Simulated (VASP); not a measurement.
# Al (Fm-3m) in VASP: settings compared

Al is run at these levels: RPBE, revPBE+D3(BJ), BLYP+D4; tasks: relaxation of cell and atoms.

Everything below comes from runs of VASP 6.6.1. Logs are shortened: lines on timing, memory, paths and dates and some standing lists are left out, and cuts for length are marked.

### 1 The cell of the first run

Symmetry: Fm-3m, No. 225, cubic system. The conventional cell has a = 4.050 Å, b = 4.050 Å, c = 4.050 Å, α = 90.00°, β = 90.00°, γ = 90.00°. Within 3.8 Å of Al (site symmetry m-3m) lie 12 Al at 2.86 Å.

### 2 Relaxation of cell and atoms, RPBE

The input, INCAR:

```
SYSTEM = Al
PREC = Accurate
ENCUT = 600
EDIFF = 1E-7
ISMEAR = -1
SIGMA = 0.05
LREAL = .False.
LASPH = .True.
NELM = 80
ALGO = Normal
ISIF = 3
LWAVE = .False.
LCHARG = .False.
GGA = RP
IBRION = 2
NSW = 60
EDIFFG = -0.01
```

The input, KPOINTS:

```
regular mesh
0
Gamma
  11 11 11
  0 0 0
```

The input, POSCAR:

```
Al
1.0
    0.0000000000      2.0248050000      2.0248050000
    2.0248050000      0.0000000000      2.0248050000
    2.0248050000      2.0248050000      0.0000000000
Al
1
Direct
    0.0000000000      0.0000000000      0.0000000000
```

Potentials or basis: VASP PAW PBE potentials, release 64 (Al).

Run with:

```sh
$ cat potpaw_PBE.64/Al/POTCAR > POTCAR
$ mpirun -np 1 vasp_std > vasp.out
```

OUTCAR:

```text
SYSTEM = Al
   PREC = Accurate
   ENCUT = 600
   EDIFF = 1E-7
   ISMEAR = -1
   LREAL = .False.
   LASPH = .True.
   NELM = 80
   ISIF = 3
   GGA = RP
   IBRION = 2
   NSW = 60
   EDIFFG = -0.01

 ion  position               nearest neighbor table
   1  0.000  0.000  0.000-

  LATTYP: Found a face centered cubic cell.
 ALAT       =     4.0496100000

  Lattice vectors:

 A1 = (   0.0000000000,   2.0248050000,   2.0248050000)
 A2 = (   2.0248050000,   0.0000000000,   2.0248050000)
 A3 = (   2.0248050000,   2.0248050000,   0.0000000000)

Analysis of symmetry for initial positions (statically):
=====================================================================
 Subroutine PRICEL returns:
 Original cell was already a primitive cell.

 Routine SETGRP: Setting up the symmetry group for a
 face centered cubic supercell.

 Subroutine GETGRP returns: Found 48 space group operations
[... 9 lines left out ...]

 Routine SETGRP: Setting up the symmetry group for a
 face centered cubic supercell.

 Subroutine GETGRP returns: Found 48 space group operations
 (whereof 48 operations were pure point group operations)
 out of a pool of 48 trial point group operations.

The dynamic configuration has the point symmetry O_h .

 Subroutine INISYM returns: Found 48 space group operations
 (whereof 48 operations are pure point group operations),
 and found     1 'primitive' translations

----------------------------------------------------------------------------------------

                                     Primitive cell

  volume of cell :      16.6027

  direct lattice vectors                    reciprocal lattice vectors
     0.000000000  2.024805000  2.024805000    -0.246937359  0.246937359  0.246937359
     2.024805000  0.000000000  2.024805000     0.246937359 -0.246937359  0.246937359
     2.024805000  2.024805000  0.000000000     0.246937359  0.246937359 -0.246937359

  length of vectors
     2.863506692  2.863506692  2.863506692     0.427708053  0.427708053  0.427708053

  position of ions in fractional coordinates (direct lattice)
     0.000000000  0.000000000  0.000000000

  ion indices of the primitive-cell ions
   primitive index   ion index
                 1           1

----------------------------------------------------------------------------------------

 KPOINTS: regular mesh

Automatic generation of k-mesh.
 Grid dimensions read from file:
 generate k-points for:   11   11   11

 Generating k-lattice:

  Cartesian coordinates                     Fractional coordinates (reciprocal lattice)
    -0.022448851  0.022448851  0.022448851     0.090909091  0.000000000  0.000000000
     0.022448851 -0.022448851  0.022448851     0.000000000  0.090909091  0.000000000
     0.022448851  0.022448851 -0.022448851     0.000000000  0.000000000  0.090909091

  Length of vectors
     0.038882550  0.038882550  0.038882550

  Shift w.r.t. Gamma in fractional coordinates (k-lattice)
     0.000000000  0.000000000  0.000000000

 Subroutine IBZKPT returns following result:
 ===========================================

 Found     56 irreducible k-points:

 Following reciprocal coordinates:
            Coordinates               Weight
  0.000000  0.000000  0.000000      1.000000
  0.090909  0.000000  0.000000      8.000000
  0.181818  0.000000  0.000000      8.000000
  0.272727  0.000000  0.000000      8.000000
  0.363636  0.000000  0.000000      8.000000
  0.454545  0.000000  0.000000      8.000000
[... 16 lines left out ...]
 -0.272727  0.181818  0.000000     24.000000
 -0.181818  0.181818  0.000000     12.000000
 [... further k-points ...]
   k-points           NKPTS =     56   k-points in BZ     NKDIM =     56   number of bands    NBANDS=      5
   number of dos      NEDOS =    301   number of ions     NIONS =      1
   total plane-waves  NPLWV =  13824
   dimension x,y,z NGX =    24 NGY =   24 NGZ =   24
   dimension x,y,z NGXF=    48 NGYF=   48 NGZF=   48
   ions per type =               1
   NGX,Y,Z   is equivalent  to a cutoff of  13.93, 13.93, 13.93 a.u.
   NGXF,Y,Z  is equivalent  to a cutoff of  27.87, 27.87, 27.87 a.u.
 SYSTEM =  Al
   PREC   = accura    normal or accurate (medium, high low for compatibility)
   ISTART =      0    job   : 0-new  1-cont  2-samecut
   ICHARG =      2    charge: 1-file 2-atom 10-const
   ISPIN  =      1    spin polarized calculation?
   LNONCOLLINEAR =      F non collinear calculations
   LSORBIT =      F    spin-orbit coupling
   LASPH  =      T    aspherical Exc in radial PAW
   ENCUT  =  600.0 eV  44.10 Ry    6.64 a.u.   5.72  5.72  5.72*2*pi/ulx,y,z
   NELM   =     80;   NELMIN=  2; NELMDL= -5     # of ELM steps
   EDIFF  = 0.1E-06   stopping-criterion for ELM
   LREAL  =      F    real-space projection
   EDIFFG = -.1E-01   stopping-criterion for IOM
   NSW    =     60    number of steps for IOM
   IBRION =      2    ionic relax: 0-MD 1-quasi-New 2-CG
   NFREE  =      1    steps in history (QN), initial steepest desc. (CG)
   ISIF   =      3    stress and relaxation
   ISYM   =      2    0-nonsym 1-usesym 2-fastsym
   POTIM  = 0.5000    time-step for ionic-motion
   TEBEG  =    0.0;   TEEND  =   0.0 temperature during run
   PSTRESS=    0.0 pullay stress
   NELECT =       3.0000    total number of electrons
   NUPDOWN=      -1.0000    fix difference up-down
   EMIN   =  10.00;   EMAX   =-10.00  energy-range for DOS
   EFERMI =   0.00;   METHOD = LEGACY
   ISMEAR =    -1;   SIGMA  =   0.05  broadening in eV -4-tet -1-fermi 0-gaus
   EFERMI_NEDOS =   21; number of points for ismear=-14 and -15
   IALGO  =     38    algorithm
   IMIX   =      4    mixing-type and parameters
     AMIX     =   0.40;   BMIX     =  1.00
     AMIX_MAG =   1.60;   BMIX_MAG =  1.00
  volume/ion in A,a.u.               =      16.60       112.04
  Fermi-wavevector in a.u.,A,eV,Ry     =   0.925526  1.748991 11.654733  0.856599
  Thomas-Fermi vector in A             =   2.051390
   LORBIT       =      0    0 simple, 1 ext, 2 COOP (PROOUT), +10 PAW based schemes
   GGA     = RP    functional components
   LHFCALC =     F    Hartree Fock is set to
   AEXX    =    0.0000 exact exchange contribution
   IVDW    =     0    specifies the selected vdW correction
   LEPSILON=     F    determine dielectric tensor
   LRPA    =     F    only Hartree local field effects (RPA)
 conjugate gradient relaxation of ions
 non-spin polarized calculation
  energy-cutoff  :      600.00
  volume of cell :       16.60
 maximum number of plane-waves:       564
   NGX = 11   NGY = 11   NGZ = 11

--------------------------------------- Ionic step        1  -------------------------------------------

 number of electron       3.0000000 magnetization

 Free energy of the ion-electron system (eV)
  ---------------------------------------------------
  ext. energy  EPLUGINS =         0.00000000
  ---------------------------------------------------
  free energy    TOTEN  =        -3.51740081 eV

  energy without entropy =       -3.51339654  energy(sigma->0) =       -3.51539868

------------------------ aborting loop because EDIFF is reached ----------------------------------------

  FORCE on cell =-STRESS in cart. coord.  units (eV):
  Direction    XX          YY          ZZ          XY          YZ          ZX
  --------------------------------------------------------------------------------------
  -------------------------------------------------------------------------------------
  Total        0.0867859      0.0867859      0.0867859      0.0000000     -0.0000000     -0.0000000
  in kB        8.3749055      8.3749055      8.3749055      0.0000000     -0.0000000     -0.0000000
  external PRESSURE =       8.3749055 kB  Pullay stress =       0.0000000 kB

 VOLUME and BASIS-vectors are now :
 -----------------------------------------------------------------------------
  energy-cutoff  :      600.00
  volume of cell :       16.60
      direct lattice vectors                 reciprocal lattice vectors
     0.000000000  2.024805000  2.024805000    -0.246937359  0.246937359  0.246937359
     2.024805000  0.000000000  2.024805000     0.246937359 -0.246937359  0.246937359
     2.024805000  2.024805000  0.000000000     0.246937359  0.246937359 -0.246937359

 POSITION                                       TOTAL-FORCE (eV/Angst)
 -----------------------------------------------------------------------------------
      0.00000      0.00000      0.00000         0.000000      0.000000      0.000000
 -----------------------------------------------------------------------------------
    total drift:                                0.000000      0.000000      0.000000

  FREE ENERGIE OF THE ION-ELECTRON SYSTEM (eV)
  ---------------------------------------------------
  free  energy   TOTEN  =        -3.5174008108 eV

  energy  without entropy=       -3.5133965410  energy(sigma->0) =       -3.51539868

--------------------------------------- Ionic step        2  -------------------------------------------

 number of electron       3.0000000 magnetization

------------------------ aborting loop because EDIFF is reached ----------------------------------------

  FORCE on cell =-STRESS in cart. coord.  units (eV):
  Direction    XX          YY          ZZ          XY          YZ          ZX
  --------------------------------------------------------------------------------------
  -------------------------------------------------------------------------------------
  Total       -0.0157596     -0.0157596     -0.0157596      0.0000000      0.0000000     -0.0000000
  in kB       -1.5018677     -1.5018677     -1.5018677      0.0000000      0.0000000     -0.0000000
  external PRESSURE =      -1.5018677 kB  Pullay stress =       0.0000000 kB

 VOLUME and BASIS-vectors are now :
 -----------------------------------------------------------------------------
  energy-cutoff  :      600.00
  volume of cell :       16.81
      direct lattice vectors                 reciprocal lattice vectors
    -0.000000000  2.033282413  2.033282413    -0.245907798  0.245907798  0.245907798
     2.033282413 -0.000000000  2.033282413     0.245907798 -0.245907798  0.245907798
     2.033282413  2.033282413  0.000000000     0.245907798  0.245907798 -0.245907798

 POSITION                                       TOTAL-FORCE (eV/Angst)
 -----------------------------------------------------------------------------------
      0.00000      0.00000      0.00000         0.000000     -0.000000      0.000000
 -----------------------------------------------------------------------------------
    total drift:                               -0.000000      0.000000      0.000000

  FREE ENERGIE OF THE ION-ELECTRON SYSTEM (eV)
  ---------------------------------------------------
  free  energy   TOTEN  =        -3.5178378565 eV

  energy  without entropy=       -3.5138161990  energy(sigma->0) =       -3.51582703

--------------------------------------- Ionic step        3  -------------------------------------------

 number of electron       3.0000000 magnetization

 Free energy of the ion-electron system (eV)
  ---------------------------------------------------
  ext. energy  EPLUGINS =         0.00000000
  ---------------------------------------------------
  free energy    TOTEN  =        -3.51785399 eV

  energy without entropy =       -3.51383509  energy(sigma->0) =       -3.51584454

 E-fermi :   7.9334     XC(G=0): -10.0804

 val. band max:        7.9248907892   @ k =  -0.4545   0.3636   0.0000
 cond. band min:       7.9543005018   @ k =   0.4545   0.1818   0.0909
 fundamental gap:      0.0294097127
 Fermi energy:         7.9333522990

 k-point     1 :       0.0000    0.0000    0.0000
  band No.  band energies     occupation
      1      -3.1019      2.00000
      2      20.4254      0.00000
      3      20.4254      0.00000
      4      20.4254      0.00000
      5      21.9204      0.00000

 k-point     2 :       0.0909    0.0000    0.0000
  band No.  band energies     occupation
      1      -2.8797      2.00000
      2      17.5308      0.00000
      3      19.7949      0.00000
      4      19.7949      0.00000
      5      22.5586      0.00000
[... 169 lines left out ...]
 k-point    24 :      -0.1818    0.1818    0.0000
  band No.  band energies     occupation
      1      -0.7494      2.00000
      2      11.7107      0.00000
      3      13.1529      0.00000
      4      19.6877      0.00000
      5      21.6843      0.00000

 [... further k-points ...]
[... 5 lines left out ...]
  --------------------------------------------------------------------------------------
  -------------------------------------------------------------------------------------
  Total        0.0003309      0.0003309      0.0003309      0.0000000     -0.0000000      0.0000000
  in kB        0.0315929      0.0315929      0.0315929      0.0000000     -0.0000000      0.0000000
  external PRESSURE =       0.0315929 kB  Pullay stress =       0.0000000 kB

 VOLUME and BASIS-vectors are now :
 -----------------------------------------------------------------------------
  energy-cutoff  :      600.00
  volume of cell :       16.78
      direct lattice vectors                 reciprocal lattice vectors
    -0.000000000  2.031931911  2.031931911    -0.246071238  0.246071238  0.246071238
     2.031931911 -0.000000000  2.031931911     0.246071238 -0.246071238  0.246071238
     2.031931911  2.031931911  0.000000000     0.246071238  0.246071238 -0.246071238

 POSITION                                       TOTAL-FORCE (eV/Angst)
 -----------------------------------------------------------------------------------
      0.00000      0.00000      0.00000         0.000000     -0.000000      0.000000
 -----------------------------------------------------------------------------------
    total drift:                               -0.000000      0.000000      0.000000

  FREE ENERGIE OF THE ION-ELECTRON SYSTEM (eV)
  ---------------------------------------------------
  free  energy   TOTEN  =        -3.5178539943 eV

  energy  without entropy=       -3.5138350891  energy(sigma->0) =       -3.51584454

 reached required accuracy - stopping structural energy minimisation
```

Run time: 3.3 s. Hardware: 1 thread of Intel Xeon 6975P-C (Granite Rapids), shared host; peak memory 0.13 GiB.

What came out:

```
Free energy                            : -3.5179 eV
Relaxed volume                         : 16.78 Å³/atom
Relaxed cell                           : a = 2.874 Å, b = 2.874 Å, c = 2.874 Å, α = 60.00°, β = 60.00°, γ = 60.00°
Space group after relaxing (to 0.05 Å) : Fm-3m (No. 225)
Energy gained by relaxing              : 0.5 meV/atom
Ionic steps                            : 3
Pressure after relaxing                : 0.0 GPa
```

Step by step:
```csv
step,energy change (eV),largest force (eV/Å),pressure (GPa),volume (Å³)
1,0.0000,0.0000,0.84,16.60
2,-0.0004,0.0000,-0.15,16.81
3,-0.0005,0.0000,0.00,16.78
```

Final structure:
```yaml
crystal:
  lattice:
    - [0.00000, 2.03193, 2.03193]
    - [2.03193, 0.00000, 2.03193]
    - [2.03193, 2.03193, 0.00000]
  atoms:
    - { symbol: Al, position: [0.00000, 0.00000, 0.00000] }
```

Levels at points of the mesh, in eV from the Fermi level:
```
           k point  band 1  band 2  band 3  band 4  band 5
(0.00, 0.00, 0.00)  -11.04   12.49   12.49   12.49   13.99
```

Caveat: the PAW data sets were made with another functional, which shifts forces and pressure a little.

(Part 1 of 2 ends here.)
